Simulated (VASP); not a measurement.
Set up this calculation in VASP 6.6.1, as the native input.

* Task: relaxation of cell and atoms
* Functional: PBE
* Potentials or basis: VASP PAW PBE potentials, release 64 (Ti_sv, Si)
* Cutoff: 500 eV
* k mesh: 12 × 12 × 8
* Occupations: gaussian, width 0.1 eV
* Spin: no spin polarisation
* Dipole correction: no
* Further INCAR settings: ALGO = Normal; EDIFF = 1e-07; IBRION = 2; EDIFFG = -0.015; NSW = 80; ISIF = 3

The structure of TiSi5 lies in POSCAR:

```
TiSi5
1.0
    2.2259146306     -3.8553972336      0.0000000000
   -4.4518292613      0.0000000000      0.0000000000
    0.0000000000      0.0000000000     -5.2922541780
Ti Si
1 5
Direct
    0.0000000000      1.0000000000      0.5000000000
    0.0000000000      1.0000000000      0.0000000000
    0.3333333333      0.6666666667      0.2500000000
    0.3333333333      0.6666666667      0.7500000000
    0.6666666667      0.3333333333      0.2500000000
    0.6666666667      0.3333333333      0.7500000000
```

The input as run:

INCAR

```
PREC = Accurate
ENCUT = 500
EDIFF = 1E-7
ISMEAR = 0
SIGMA = 0.1
LREAL = False
LASPH = True
NELM = 120
ALGO = Normal
ISIF = 3
LWAVE = False
LCHARG = False
GGA = PE
IBRION = 2
NSW = 80
EDIFFG = -0.015
GGA_COMPAT = False
NELMIN = 4
```

KPOINTS

```
Automatic mesh
0
Gamma
  12 12 8
```

Potentials or basis: VASP PAW PBE potentials, release 64 (Ti_sv, Si).

Launch:

```console
$ cat potpaw_PBE.64/Ti_sv/POTCAR potpaw_PBE.64/Si/POTCAR > POTCAR
$ mpirun -np 1 vasp_std > vasp.out
```

Results of the run:

```
Relaxed volume                        : 14.51 Å³/atom
Relaxed cell                          : a = 4.471 Å, b = 4.471 Å, c = 5.030 Å, α = 90.00°, β = 90.00°, γ = 120.00°
Space group after relaxing (to 0.1 Å) : P6/mmm (No. 191)
Energy gained by relaxing             : 29.7 meV/atom
Ionic steps                           : 7
Pressure after relaxing               : 0.0 GPa
Largest force after relaxing          : 0.015 eV/Å
Band gap on the k mesh                : zero (bands 16 and 17 overlap by 2.34 eV)
```

Run time: 21 min on 1 thread of Oxide Virtual Turin-like Processor, with other jobs on the host, peak memory 0.27 GiB.
